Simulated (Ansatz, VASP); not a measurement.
This is a calculation of Al2O3 for VASP 6.6.1.

File INCAR:

```
ALGO = Normal
EDIFF = 1E-6
ENCUT = 520
GGA = PS
ISIF = 2
ISMEAR = -1
LASPH = T
LCHARG = T
LELF = T
LREAL = F
LVHAR = T
LWAVE = F
NBANDS = 20
NELM = 100
PREC = Accurate
SIGMA = 0.05
```

Contents of KPOINTS:

```
k-points
0
Gamma
  10 10 4
```

Contents of POSCAR:

```
Al2O3
1.0
    2.9972303731      0.0000000000      0.0000000000
   -1.4986151865      2.5956776441      0.0000000000
    0.0000000000      0.0000000000      7.5237979872
Al O
2 3
Direct
    0.0000000000      0.0000000000      0.7220490000
    0.0000000000      0.0000000000      0.2779510000
    0.0000000000      0.0000000000      0.5000000000
    0.6666666667      0.3333333333      0.8005460000
    0.3333333333      0.6666666667      0.1994540000
```

Potentials or basis: VASP PAW PBE potentials, release 64 (Al, O).

Run with:

```bash
$ cat potpaw_PBE.64/Al/POTCAR potpaw_PBE.64/O/POTCAR > POTCAR
$ mpirun -np 1 vasp_std > vasp.out
```

Question: Set up the same calculation for Ansatz 0.2.0. Potentials there: all-electron LAPW, scalar-relativistic.

Answer: As run (the cutoff follows the program's own potentials):

File input.yaml:

```yaml
crystal:
  lattice:
    - [2.9972303731, 0.0, 0.0]
    - [-1.4986151865, 2.5956776441, 0.0]
    - [0.0, 0.0, 7.5237979872]
  atoms:
    - { symbol: Al, position: [0.0, 0.0, 0.722049] }
    - { symbol: Al, position: [0.0, 0.0, 0.277951] }
    - { symbol: O, position: [0.0, 0.0, 0.5] }
    - { symbol: O, position: [0.6666666667, 0.3333333333, 0.800546] }
    - { symbol: O, position: [0.3333333333, 0.6666666667, 0.199454] }
kpoints:
  mp_grid: { grid: [10, 10, 4] }
scf:
  occupations: { method: fermi_dirac, width: 0.05 }
hamiltonian:
  xc: pbesol
  pseudopotentials: { kind: all_electron, lapw: { basis_error: 0.002 } }
output:
  forces: true
  stress: true
  eigenvalues: true
```

Potentials or basis: all-electron LAPW, scalar-relativistic.

The run is started by

```bash
$ ansatz run input.yaml --threads 4 --pin off --max-ram 12288MiB --backend cpu --events-out ev --progress --plain --runs-dir out
```

Both were run:

|  | VASP | Ansatz | Ansatz less VASP |
| --- | --- | --- | --- |
| gap on the k mesh at the Fermi level (eV) | 2.34 | 2.38 | +0.043 |
| least direct gap on the mesh (eV) | 2.34 | 2.38 | +0.043 |
| pressure (GPa) | -0.2 | -0.5 | -0.27 |
| traceless stress, the component that is largest in VASP (GPa) | 1.47 | 1.14 | -0.324 |
| rms of the force components (eV/Å) | 0.039 | 0.023 | -0.0161 |

VASP's potentials were made for PBE, not for PBEsol. Atom by atom the forces differ by 0.023 eV/Å (rms over components). Ansatz ran all-electron here, and VASP with PAW potentials.
